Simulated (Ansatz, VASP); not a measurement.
One calculation of Os, two programs

```
Os
1.0
     2.67829    0.00000    0.00000
    -1.33914    2.31946    0.00000
     0.00000    0.00000    4.23152
Os
2
Direct
  0.66667 0.33333 0.75000
  0.33333 0.66667 0.25000
```

Change from the starting cell: volume scaled by 0.94.

Alike in both runs: task single point; functional RPBE; dispersion D4; k mesh 11 × 11 × 6; occupations fermi-dirac, width 0.05 eV; no spin polarisation.

|  | VASP | Ansatz |
| --- | --- | --- |
| version | VASP 6.6.1 | Ansatz 0.2.0 |
| potentials or method | VASP PAW PBE potentials, release 64 (Os), cutoff 520 eV | all-electron LAPW, scalar-relativistic |

VASP gave:

```
gap on the k mesh at the Fermi level (eV)                     : none
pressure (GPa)                                                : 29.7
traceless stress, the component that is largest in VASP (GPa) : 1.65
```

Q: Which values does Ansatz return?

A: gap on the k mesh at the Fermi level (eV): none; pressure (GPa): 29.1; traceless stress, the component that is largest in VASP (GPa): 1.75.

VASP's potentials were made for PBE, not for RPBE. A gap of «none» marks a metal or a gap that the smearing closes. Both programs put the cell under a high pressure, so it lies far from rest at this level. Ansatz ran all-electron here, and VASP with PAW potentials.

Spin-orbit coupling is off throughout.
